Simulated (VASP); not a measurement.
# SnO (zincblende type) (F-43m) in VASP: notebook

SnO (zincblende type) is run at these levels: PBE; tasks: single point.

All numbers are computed with VASP 6.6.1; they aren't measurements. Logs are shortened: lines on timing, memory, paths and dates and some standing lists are left out, and cuts for length are marked.

### Step 1. The cell of the first run

It takes space group F-43m (No. 216, cubic). Conventional cell: a = 5.475 Å, b = 5.475 Å, c = 5.475 Å, α = 90.00°, β = 90.00°, γ = 90.00°. Within 3.1 Å of Sn (site symmetry -43m) lie 4 O at 2.37 Å. Within 3.1 Å of O (site symmetry -43m) lie 4 Sn at 2.37 Å.

### Step 2. Single point, PBE

The input, INCAR:

```
ALGO = Normal ; EDIFF = 1E-6
ENCUT = 520 ; GGA = PE
ISIF = 2 ; ISMEAR = -1
LASPH = T ; LCHARG = F
LREAL = F ; LWAVE = F
NBANDS = 17 ; NELM = 60
PREC = Accurate ; SIGMA = 0.08
```

The input, KPOINTS:

```
k-points
0
Gamma
  12 12 12
```

The input, POSCAR:

```
SnO
1.0
    0.0000000000      2.7375941698      2.7375941698
    2.7375941698      0.0000000000      2.7375941698
    2.7375941698      2.7375941698      0.0000000000
Sn O
1 1
Direct
    0.0000000000      0.0000000000      0.0000000000
    0.2500000000      0.2500000000      0.2500000000
```

Potentials or basis: VASP PAW PBE potentials, release 64 (Sn_d, O).

Started as:

```sh
cat potpaw_PBE.64/Sn_d/POTCAR potpaw_PBE.64/O/POTCAR > POTCAR
mpirun -np 1 vasp_std > vasp.out
```

OUTCAR:

```text
EDIFF = 1E-6
   ENCUT = 520
   GGA = PE
   ISIF = 2
   ISMEAR = -1
   LASPH = T
   LREAL = F
   NELM = 60
   PREC = Accurate

 ion  position               nearest neighbor table
   1  0.000  0.000  0.000-   2 2.37   2 2.37   2 2.37   2 2.37
   2  0.250  0.250  0.250-   1 2.37   1 2.37   1 2.37   1 2.37

  LATTYP: Found a face centered cubic cell.
 ALAT       =     5.4751883396

  Lattice vectors:

 A1 = (   0.0000000000,   2.7375941698,   2.7375941698)
 A2 = (   2.7375941698,   0.0000000000,   2.7375941698)
 A3 = (   2.7375941698,   2.7375941698,   0.0000000000)

Analysis of symmetry for initial positions (statically):
[... 5 lines left out ...]
 face centered cubic supercell.

 Subroutine GETGRP returns: Found 24 space group operations
 (whereof 24 operations were pure point group operations)
 out of a pool of 48 trial point group operations.

The static configuration has the point symmetry T_d .

Analysis of symmetry for dynamics (positions and initial velocities):
[... 5 lines left out ...]
 face centered cubic supercell.

 Subroutine GETGRP returns: Found 24 space group operations
 (whereof 24 operations were pure point group operations)
 out of a pool of 48 trial point group operations.

The dynamic configuration has the point symmetry T_d .

 Subroutine INISYM returns: Found 24 space group operations
 (whereof 24 operations are pure point group operations),
 and found     1 'primitive' translations

----------------------------------------------------------------------------------------

                                     Primitive cell

  volume of cell :      41.0334

  direct lattice vectors                    reciprocal lattice vectors
     0.000000000  2.737594170  2.737594170    -0.182642119  0.182642119  0.182642119
     2.737594170  0.000000000  2.737594170     0.182642119 -0.182642119  0.182642119
     2.737594170  2.737594170  0.000000000     0.182642119  0.182642119 -0.182642119

  length of vectors
     3.871542803  3.871542803  3.871542803     0.316345430  0.316345430  0.316345430

  position of ions in fractional coordinates (direct lattice)
     0.000000000  0.000000000  0.000000000
     0.250000000  0.250000000  0.250000000

  ion indices of the primitive-cell ions
   primitive index   ion index
                 1           1
                 2           2

----------------------------------------------------------------------------------------

 KPOINTS: k-points

Automatic generation of k-mesh.
 Grid dimensions read from file:
 generate k-points for:   12   12   12

 Generating k-lattice:

  Cartesian coordinates                     Fractional coordinates (reciprocal lattice)
    -0.015220177  0.015220177  0.015220177     0.083333333  0.000000000  0.000000000
     0.015220177 -0.015220177  0.015220177     0.000000000  0.083333333  0.000000000
     0.015220177  0.015220177 -0.015220177     0.000000000  0.000000000  0.083333333

  Length of vectors
     0.026362119  0.026362119  0.026362119

  Shift w.r.t. Gamma in fractional coordinates (k-lattice)
     0.000000000  0.000000000  0.000000000

 Subroutine IBZKPT returns following result:
 ===========================================

 Found     72 irreducible k-points:

 Following reciprocal coordinates:
            Coordinates               Weight
  0.000000  0.000000  0.000000      1.000000
  0.083333  0.000000  0.000000      8.000000
  0.166667  0.000000  0.000000      8.000000
  0.250000  0.000000  0.000000      8.000000
  0.333333  0.000000  0.000000      8.000000
  0.416667  0.000000  0.000000      8.000000
[... 16 lines left out ...]
  0.500000  0.166667  0.000000     24.000000
 -0.416667  0.166667  0.000000     24.000000
 [... further k-points ...]
   k-points           NKPTS =     72   k-points in BZ     NKDIM =     72   number of bands    NBANDS=     17
   number of dos      NEDOS =    301   number of ions     NIONS =      2
   total plane-waves  NPLWV =  27000
   dimension x,y,z NGX =    30 NGY =   30 NGZ =   30
   dimension x,y,z NGXF=    60 NGYF=   60 NGZF=   60
   ions per type =               1   1
   NGX,Y,Z   is equivalent  to a cutoff of  12.88, 12.88, 12.88 a.u.
   NGXF,Y,Z  is equivalent  to a cutoff of  25.76, 25.76, 25.76 a.u.
 SYSTEM =  unknown system
   PREC   = accura    normal or accurate (medium, high low for compatibility)
   ISTART =      0    job   : 0-new  1-cont  2-samecut
   ICHARG =      2    charge: 1-file 2-atom 10-const
   ISPIN  =      1    spin polarized calculation?
   LNONCOLLINEAR =      F non collinear calculations
   LSORBIT =      F    spin-orbit coupling
   LASPH  =      T    aspherical Exc in radial PAW
   ENCUT  =  520.0 eV  38.22 Ry    6.18 a.u.   7.20  7.20  7.20*2*pi/ulx,y,z
   NELM   =     60;   NELMIN=  2; NELMDL= -5     # of ELM steps
   EDIFF  = 0.1E-05   stopping-criterion for ELM
   LREAL  =      F    real-space projection
   EDIFFG = 0.1E-04   stopping-criterion for IOM
   NSW    =      0    number of steps for IOM
   IBRION =     -1    ionic relax: 0-MD 1-quasi-New 2-CG
   NFREE  =      0    steps in history (QN), initial steepest desc. (CG)
   ISIF   =      2    stress and relaxation
   ISYM   =      2    0-nonsym 1-usesym 2-fastsym
   POTIM  = 0.5000    time-step for ionic-motion
   TEBEG  =    0.0;   TEEND  =   0.0 temperature during run
   PSTRESS=    0.0 pullay stress
   NELECT =      20.0000    total number of electrons
   NUPDOWN=      -1.0000    fix difference up-down
   EMIN   =  10.00;   EMAX   =-10.00  energy-range for DOS
   EFERMI =   0.00;   METHOD = LEGACY
   ISMEAR =    -1;   SIGMA  =   0.08  broadening in eV -4-tet -1-fermi 0-gaus
   EFERMI_NEDOS =   21; number of points for ismear=-14 and -15
   IALGO  =     38    algorithm
   IMIX   =      4    mixing-type and parameters
     AMIX     =   0.40;   BMIX     =  1.00
     AMIX_MAG =   1.60;   BMIX_MAG =  1.00
  volume/ion in A,a.u.               =      20.52       138.45
  Fermi-wavevector in a.u.,A,eV,Ry     =   1.288366  2.434658 22.584117  1.659886
  Thomas-Fermi vector in A             =   2.420324
   LORBIT       =      0    0 simple, 1 ext, 2 COOP (PROOUT), +10 PAW based schemes
   GGA     = PE    functional components
   LHFCALC =     F    Hartree Fock is set to
   AEXX    =    0.0000 exact exchange contribution
   IVDW    =     0    specifies the selected vdW correction
   LEPSILON=     F    determine dielectric tensor
   LRPA    =     F    only Hartree local field effects (RPA)
 non-spin polarized calculation
  energy-cutoff  :      520.00
  volume of cell :       41.03
 maximum number of plane-waves:      1125
 NGX is ok and might be reduce to    30
   NGX = 15   NGY = 15   NGZ = 15

 number of electron      19.9999988 magnetization

 Free energy of the ion-electron system (eV)
  ---------------------------------------------------
  ext. energy  EPLUGINS =         0.00000000
  ---------------------------------------------------
  free energy    TOTEN  =       -10.46188592 eV

  energy without entropy =      -10.45315950  energy(sigma->0) =      -10.45752271

 E-fermi :   5.7076     XC(G=0):  -9.4955

 val. band max:        5.6857012346   @ k =  -0.3333   0.5000   0.1667
 cond. band min:       5.7296142204   @ k =  -0.2500   0.5000   0.2500
 fundamental gap:      0.0439129858
 Fermi energy:         5.7075510768

 k-point     1 :       0.0000    0.0000    0.0000
  band No.  band energies     occupation
      1     -15.9702      2.00000
      2     -15.9702      2.00000
      3     -15.9702      2.00000
      4     -15.9320      2.00000
      5     -15.9320      2.00000
      6     -12.9608      2.00000
[... 9 lines left out ...]
     16      17.1302      0.00000
     17      17.1302      0.00000

 k-point     2 :       0.0833    0.0000    0.0000
  band No.  band energies     occupation
      1     -15.9774      2.00000
      2     -15.9683      2.00000
      3     -15.9683      2.00000
      4     -15.9320      2.00000
      5     -15.9320      2.00000
      6     -12.9264      2.00000
[... 9 lines left out ...]
     16      16.8038      0.00000
     17      16.8038      0.00000

 k-point     3 :       0.1667    0.0000    0.0000
  band No.  band energies     occupation
      1     -15.9968      2.00000
      2     -15.9639      2.00000
      3     -15.9639      2.00000
      4     -15.9311      2.00000
      5     -15.9311      2.00000
      6     -12.8301      2.00000
[... 9 lines left out ...]
     16      16.3789      0.00000
     17      17.0136      0.00000

 k-point     4 :       0.2500    0.0000    0.0000
  band No.  band energies     occupation
      1     -16.0227      2.00000
      2     -15.9602      2.00000
      3     -15.9602      2.00000
      4     -15.9274      2.00000
      5     -15.9274      2.00000
      6     -12.6944      2.00000
[... 9 lines left out ...]
     16      16.2081      0.00000
     17      18.0893      0.00000

 k-point     5 :       0.3333    0.0000    0.0000
  band No.  band energies     occupation
      1     -16.0481      2.00000
      2     -15.9591      2.00000
      3     -15.9591      2.00000
      4     -15.9211      2.00000
      5     -15.9211      2.00000
      6     -12.5534      2.00000
[... 9 lines left out ...]
     16      16.3082      0.00000
     17      18.4760      0.00000

 k-point     6 :       0.4167    0.0000    0.0000
  band No.  band energies     occupation
      1     -16.0663      2.00000
      2     -15.9595      2.00000
      3     -15.9595      2.00000
      4     -15.9153      2.00000
      5     -15.9153      2.00000
      6     -12.4467      2.00000
[... 9 lines left out ...]
     16      16.5297      0.00000
     17      18.2370      0.00000
[... 281 lines left out ...]
 k-point    21 :       0.3333    0.1667    0.0000
  band No.  band energies     occupation
      1     -16.0540      2.00000
      2     -15.9516      2.00000
      3     -15.9472      2.00000
      4     -15.9354      2.00000
      5     -15.9188      2.00000
      6     -12.5614      2.00000
[... 9 lines left out ...]
     16      18.0095      0.00000
     17      18.9123      0.00000

 k-point    22 :       0.4167    0.1667    0.0000
  band No.  band energies     occupation
      1     -16.0703      2.00000
      2     -15.9542      2.00000
      3     -15.9471      2.00000
      4     -15.9296      2.00000
      5     -15.9140      2.00000
      6     -12.4434      2.00000
[... 9 lines left out ...]
     16      17.7702      0.00000
     17      18.9235      0.00000

 k-point    23 :       0.5000    0.1667    0.0000
  band No.  band energies     occupation
      1     -16.0791      2.00000
      2     -15.9563      2.00000
      3     -15.9481      2.00000
      4     -15.9241      2.00000
      5     -15.9128      2.00000
      6     -12.3670      2.00000
[... 9 lines left out ...]
     16      17.4055      0.00000
     17      19.0327      0.00000

 k-point    24 :      -0.4167    0.1667    0.0000
  band No.  band energies     occupation
      1     -16.0785      2.00000
      2     -15.9573      2.00000
      3     -15.9487      2.00000
      4     -15.9204      2.00000
      5     -15.9164      2.00000
      6     -12.3563      2.00000
[... 9 lines left out ...]
     16      16.8145      0.00000
     17      19.2919      0.00000

 [... further k-points ...]
[... 5 lines left out ...]
  --------------------------------------------------------------------------------------
  -------------------------------------------------------------------------------------
  Total        0.0174319      0.0174319      0.0174319     -0.0000000     -0.0000000      0.0000000
  in kB        0.6806425      0.6806425      0.6806425     -0.0000000     -0.0000000      0.0000000
  external PRESSURE =       0.6806425 kB  Pullay stress =       0.0000000 kB

 VOLUME and BASIS-vectors are now :
 -----------------------------------------------------------------------------
  energy-cutoff  :      520.00
  volume of cell :       41.03
      direct lattice vectors                 reciprocal lattice vectors
     0.000000000  2.737594170  2.737594170    -0.182642119  0.182642119  0.182642119
     2.737594170  0.000000000  2.737594170     0.182642119 -0.182642119  0.182642119
     2.737594170  2.737594170  0.000000000     0.182642119  0.182642119 -0.182642119

 POSITION                                       TOTAL-FORCE (eV/Angst)
 -----------------------------------------------------------------------------------
      0.00000      0.00000      0.00000         0.000000      0.000000      0.000000
      1.36880      1.36880      1.36880        -0.000000     -0.000000     -0.000000
 -----------------------------------------------------------------------------------
    total drift:                               -0.000000     -0.000000     -0.000000

  FREE ENERGIE OF THE ION-ELECTRON SYSTEM (eV)
  ---------------------------------------------------
  free  energy   TOTEN  =       -10.4618859217 eV

  energy  without entropy=      -10.4531595020  energy(sigma->0) =      -10.45752271
```

It took 57 s on 1 thread of Intel Xeon 6975P-C, shared host; peak memory 0.2 GiB.

What came out:

| Property | Result |
| --- | --- |
| Free energy | -10.4619 eV |
| Pressure | 0.1 GPa |
| Band gap on the k mesh | zero (band 10 reaches 5.73 eV, above the bottom of band 11 at 5.54 eV) |

Levels at points of the mesh, in eV from the Fermi level:
| k point | band 8 | band 9 | band 10 | band 11 | band 12 | band 13 |
| --- | --- | --- | --- | --- | --- | --- |
| (0.00, 0.00, 0.00) | -3.46 | -3.46 | -3.46 | 4.42 | 4.42 | 4.42 |
| (0.50, 0.00, 0.00) | -3.87 | -3.87 | -2.34 | 1.71 | 4.57 | 4.57 |
| (0.50, 0.50, 0.00) | -4.60 | -4.60 | -0.51 | -0.17 | 5.15 | 5.15 |

Caveat: spin-orbit coupling is left out, which moves the levels of the heavy elements.

(Continued in part 2 of 2.)
